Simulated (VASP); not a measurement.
# Ti (Fm-3m) in VASP: notebook

Ti is run at these levels: PBE, r2SCAN; tasks: single point.

Program: VASP 6.6.1. These are calculated values, not measurements. Logs are shortened: lines on timing, memory, paths and dates and some standing lists are left out, and cuts for length are marked.

### 1 The cell of the first run

Symmetry: Fm-3m, No. 225, cubic system. Conventional cell: a = 4.194 Å, b = 4.194 Å, c = 4.194 Å, α = 90.00°, β = 90.00°, γ = 90.00°. Ti (site symmetry m-3m) has 12 Ti at 2.97 Å within 3.9 Å.

### 2 Single point, PBE

INCAR reads:

```
PREC     = Accurate       # precision mode
ENCUT    = 520            # plane-wave cutoff, eV
EDIFF    = 1E-6           # SCF threshold, eV
ISMEAR   = -1             # smearing method
SIGMA    = 0.06122561905347299 # smearing width, eV
LREAL    = False          # projectors in reciprocal space
LASPH    = True           # aspherical terms in the spheres
NELM     = 100            # most SCF steps
ALGO     = Normal         # electronic algorithm
ISIF     = 2              # what is computed and relaxed
LWAVE    = False          # write WAVECAR
LCHARG   = False          # write CHGCAR
GGA      = PE             # functional
NBANDS   = 12             # bands
```

KPOINTS reads:

```
Automatic mesh
0
Gamma
  46 46 46
```

POSCAR reads:

```
Ti
1.0
    0.0000000000      2.0969006117      2.0969006117
    2.0969006117      0.0000000000      2.0969006117
    2.0969006117      2.0969006117      0.0000000000
Ti
1
Direct
    0.0000000000      0.0000000000      0.0000000000
```

Potentials or basis: VASP PAW PBE potentials, release 64 (Ti_sv).

Command:

```bash
> cat potpaw_PBE.64/Ti_sv/POTCAR > POTCAR
> mpirun -np 1 vasp_std > vasp.out
```

OUTCAR:

```text
PREC = Accurate
   ENCUT = 520
   EDIFF = 1E-6
   ISMEAR = -1
   LREAL = False
   LASPH = True
   NELM = 100
   ISIF = 2
   GGA = PE

 ion  position               nearest neighbor table
   1  0.000  0.000  0.000-

  LATTYP: Found a face centered cubic cell.
 ALAT       =     4.1938012234

  Lattice vectors:

 A1 = (   0.0000000000,   2.0969006117,   2.0969006117)
 A2 = (   2.0969006117,   0.0000000000,   2.0969006117)
 A3 = (   2.0969006117,   2.0969006117,   0.0000000000)

Analysis of symmetry for initial positions (statically):
=====================================================================
 Subroutine PRICEL returns:
 Original cell was already a primitive cell.

 Routine SETGRP: Setting up the symmetry group for a
 face centered cubic supercell.

 Subroutine GETGRP returns: Found 48 space group operations
 (whereof 48 operations were pure point group operations)
 out of a pool of 48 trial point group operations.

The static configuration has the point symmetry O_h .

Analysis of symmetry for dynamics (positions and initial velocities):
=====================================================================
 Subroutine PRICEL returns:
 Original cell was already a primitive cell.

 Routine SETGRP: Setting up the symmetry group for a
 face centered cubic supercell.

 Subroutine GETGRP returns: Found 48 space group operations
 (whereof 48 operations were pure point group operations)
 out of a pool of 48 trial point group operations.

The dynamic configuration has the point symmetry O_h .

 Subroutine INISYM returns: Found 48 space group operations
 (whereof 48 operations are pure point group operations),
 and found     1 'primitive' translations

----------------------------------------------------------------------------------------

                                     Primitive cell

  volume of cell :      18.4401

  direct lattice vectors                    reciprocal lattice vectors
     0.000000000  2.096900612  2.096900612    -0.238447162  0.238447162  0.238447162
     2.096900612  0.000000000  2.096900612     0.238447162 -0.238447162  0.238447162
     2.096900612  2.096900612  0.000000000     0.238447162  0.238447162 -0.238447162

  length of vectors
     2.965465284  2.965465284  2.965465284     0.413002600  0.413002600  0.413002600

  position of ions in fractional coordinates (direct lattice)
     0.000000000  0.000000000  0.000000000

  ion indices of the primitive-cell ions
   primitive index   ion index
                 1           1

----------------------------------------------------------------------------------------

 KPOINTS: Automatic mesh

Automatic generation of k-mesh.
 Grid dimensions read from file:
 generate k-points for:   46   46   46

 Generating k-lattice:

  Cartesian coordinates                     Fractional coordinates (reciprocal lattice)
    -0.005183634  0.005183634  0.005183634     0.021739130  0.000000000  0.000000000
     0.005183634 -0.005183634  0.005183634     0.000000000  0.021739130  0.000000000
     0.005183634  0.005183634 -0.005183634     0.000000000  0.000000000  0.021739130

  Length of vectors
     0.008978317  0.008978317  0.008978317

  Shift w.r.t. Gamma in fractional coordinates (k-lattice)
     0.000000000  0.000000000  0.000000000

 Subroutine IBZKPT returns following result:
 ===========================================

 Found   2456 irreducible k-points:

 Following reciprocal coordinates:
            Coordinates               Weight
  0.000000  0.000000  0.000000      1.000000
  0.021739  0.000000  0.000000      8.000000
  0.043478  0.000000  0.000000      8.000000
  0.065217  0.000000  0.000000      8.000000
  0.086957  0.000000  0.000000      8.000000
  0.108696  0.000000  0.000000      8.000000
[... 16 lines left out ...]
  0.478261  0.000000  0.000000      8.000000
  0.500000  0.000000  0.000000      4.000000
 [... further k-points ...]
   k-points           NKPTS =   2456   k-points in BZ     NKDIM =   2456   number of bands    NBANDS=     12
   number of dos      NEDOS =    301   number of ions     NIONS =      1
   total plane-waves  NPLWV =  13824
   dimension x,y,z NGX =    24 NGY =   24 NGZ =   24
   dimension x,y,z NGXF=    48 NGYF=   48 NGZF=   48
   ions per type =               1
   NGX,Y,Z   is equivalent  to a cutoff of  13.45, 13.45, 13.45 a.u.
   NGXF,Y,Z  is equivalent  to a cutoff of  26.91, 26.91, 26.91 a.u.
 SYSTEM =  unknown system
   PREC   = accura    normal or accurate (medium, high low for compatibility)
   ISTART =      0    job   : 0-new  1-cont  2-samecut
   ICHARG =      2    charge: 1-file 2-atom 10-const
   ISPIN  =      1    spin polarized calculation?
   LNONCOLLINEAR =      F non collinear calculations
   LSORBIT =      F    spin-orbit coupling
   LASPH  =      T    aspherical Exc in radial PAW
   ENCUT  =  520.0 eV  38.22 Ry    6.18 a.u.   5.51  5.51  5.51*2*pi/ulx,y,z
   NELM   =    100;   NELMIN=  2; NELMDL= -5     # of ELM steps
   EDIFF  = 0.1E-05   stopping-criterion for ELM
   LREAL  =      F    real-space projection
   EDIFFG = 0.1E-04   stopping-criterion for IOM
   NSW    =      0    number of steps for IOM
   IBRION =     -1    ionic relax: 0-MD 1-quasi-New 2-CG
   NFREE  =      0    steps in history (QN), initial steepest desc. (CG)
   ISIF   =      2    stress and relaxation
   ISYM   =      2    0-nonsym 1-usesym 2-fastsym
   POTIM  = 0.5000    time-step for ionic-motion
   TEBEG  =    0.0;   TEEND  =   0.0 temperature during run
   PSTRESS=    0.0 pullay stress
   NELECT =      12.0000    total number of electrons
   NUPDOWN=      -1.0000    fix difference up-down
   EMIN   =  10.00;   EMAX   =-10.00  energy-range for DOS
   EFERMI =   0.00;   METHOD = LEGACY
   ISMEAR =    -1;   SIGMA  =   0.06  broadening in eV -4-tet -1-fermi 0-gaus
   EFERMI_NEDOS =   21; number of points for ismear=-14 and -15
   IALGO  =     38    algorithm
   IMIX   =      4    mixing-type and parameters
     AMIX     =   0.40;   BMIX     =  1.00
     AMIX_MAG =   1.60;   BMIX_MAG =  1.00
  volume/ion in A,a.u.               =      18.44       124.44
  Fermi-wavevector in a.u.,A,eV,Ry     =   1.418668  2.680894 27.383338  2.012619
  Thomas-Fermi vector in A             =   2.539769
   LORBIT       =      0    0 simple, 1 ext, 2 COOP (PROOUT), +10 PAW based schemes
   GGA     = PE    functional components
   LHFCALC =     F    Hartree Fock is set to
   AEXX    =    0.0000 exact exchange contribution
   IVDW    =     0    specifies the selected vdW correction
   LEPSILON=     F    determine dielectric tensor
   LRPA    =     F    only Hartree local field effects (RPA)
 non-spin polarized calculation
  energy-cutoff  :      520.00
  volume of cell :       18.44
 maximum number of plane-waves:       531
 NGX is ok and might be reduce to    24
   NGX = 11   NGY = 11   NGZ = 11

 number of electron      11.9999997 magnetization

 Free energy of the ion-electron system (eV)
  ---------------------------------------------------
  ext. energy  EPLUGINS =         0.00000000
  ---------------------------------------------------
  free energy    TOTEN  =        -7.76818958 eV

  energy without entropy =       -7.74525381  energy(sigma->0) =       -7.75672169

 E-fermi :   7.5985     XC(G=0): -11.2202

 val. band max:        7.5983667199   @ k =  -0.2174   0.0870   0.0217
 cond. band min:       7.5985605431   @ k =  -0.2174   0.2826   0.0652
 fundamental gap:      0.0001938232
 Fermi energy:         7.5984721629

 k-point     1 :       0.0000    0.0000    0.0000
  band No.  band energies     occupation
      1     -49.2179      2.00000
      2     -25.1392      2.00000
      3     -25.1392      2.00000
      4     -25.1392      2.00000
      5       1.6520      2.00000
      6       8.4334      0.00000
      7       8.4334      0.00000
      8       8.4334      0.00000
      9       9.9350      0.00000
     10       9.9350      0.00000
     11      22.5133      0.00000
     12      26.6981      0.00000

 k-point     2 :       0.0217    0.0000    0.0000
  band No.  band energies     occupation
      1     -49.2174      2.00000
      2     -25.1419      2.00000
      3     -25.1396      2.00000
      4     -25.1396      2.00000
      5       1.6666      2.00000
      6       8.4245      0.00000
      7       8.4387      0.00000
      8       8.4387      0.00000
      9       9.9316      0.00000
     10       9.9316      0.00000
     11      22.5241      0.00000
     12      26.5535      0.00000

 k-point     3 :       0.0435    0.0000    0.0000
  band No.  band energies     occupation
      1     -49.2161      2.00000
      2     -25.1497      2.00000
      3     -25.1406      2.00000
      4     -25.1406      2.00000
      5       1.7102      2.00000
      6       8.3982      0.00000
      7       8.4542      0.00000
      8       8.4542      0.00000
      9       9.9216      0.00000
     10       9.9216      0.00000
     11      22.5543      0.00000
     12      26.1554      0.00000
[... 286 lines left out ...]
 k-point    23 :       0.4783    0.0000    0.0000
  band No.  band energies     occupation
      1     -49.1232      2.00000
      2     -25.6836      2.00000
      3     -25.2102      2.00000
      4     -25.2102      2.00000
      5       5.1339      2.00000
      6       8.0796      0.00077
      7       8.3396      0.00001
      8       8.3396      0.00001
      9      10.9009      0.00000
     10      10.9009      0.00000
     11      15.2108      0.00000
     12      21.7965      0.00000

 k-point    24 :       0.5000    0.0000    0.0000
  band No.  band energies     occupation
      1     -49.1228      2.00000
      2     -25.6861      2.00000
      3     -25.2106      2.00000
      4     -25.2106      2.00000
      5       5.1455      2.00000
      6       8.1021      0.00054
      7       8.3357      0.00001
      8       8.3357      0.00001
      9      10.9117      0.00000
     10      10.9117      0.00000
     11      15.1564      0.00000
     12      21.7821      0.00000

 [... further k-points ...]
[... 5 lines left out ...]
  --------------------------------------------------------------------------------------
  -------------------------------------------------------------------------------------
  Total       -0.6731722     -0.6731722     -0.6731722     -0.0000000      0.0000000      0.0000000
  in kB      -58.4888645    -58.4888645    -58.4888645     -0.0000000      0.0000000      0.0000000
  external PRESSURE =     -58.4888645 kB  Pullay stress =       0.0000000 kB

 VOLUME and BASIS-vectors are now :
 -----------------------------------------------------------------------------
  energy-cutoff  :      520.00
  volume of cell :       18.44
      direct lattice vectors                 reciprocal lattice vectors
     0.000000000  2.096900612  2.096900612    -0.238447162  0.238447162  0.238447162
     2.096900612  0.000000000  2.096900612     0.238447162 -0.238447162  0.238447162
     2.096900612  2.096900612  0.000000000     0.238447162  0.238447162 -0.238447162

 POSITION                                       TOTAL-FORCE (eV/Angst)
 -----------------------------------------------------------------------------------
      0.00000      0.00000      0.00000         0.000000      0.000000      0.000000
 -----------------------------------------------------------------------------------
    total drift:                               -0.000000     -0.000000     -0.000000

  FREE ENERGIE OF THE ION-ELECTRON SYSTEM (eV)
  ---------------------------------------------------
  free  energy   TOTEN  =        -7.7681895797 eV

  energy  without entropy=       -7.7452538096  energy(sigma->0) =       -7.75672169
```

It took 5.6 min on 1 thread of AMD EPYC 9R45 (Zen 5), shared host; peak memory 0.58 GiB.

Results:

```yaml
Free_energy: -7.7682 eV
Pressure: -5.8 GPa
Band_gap_on_the_k_mesh: zero (band 6 reaches 8.43 eV, above the bottom of band 7 at 7.17 eV)
```

(Continued in part 2 of 2.)
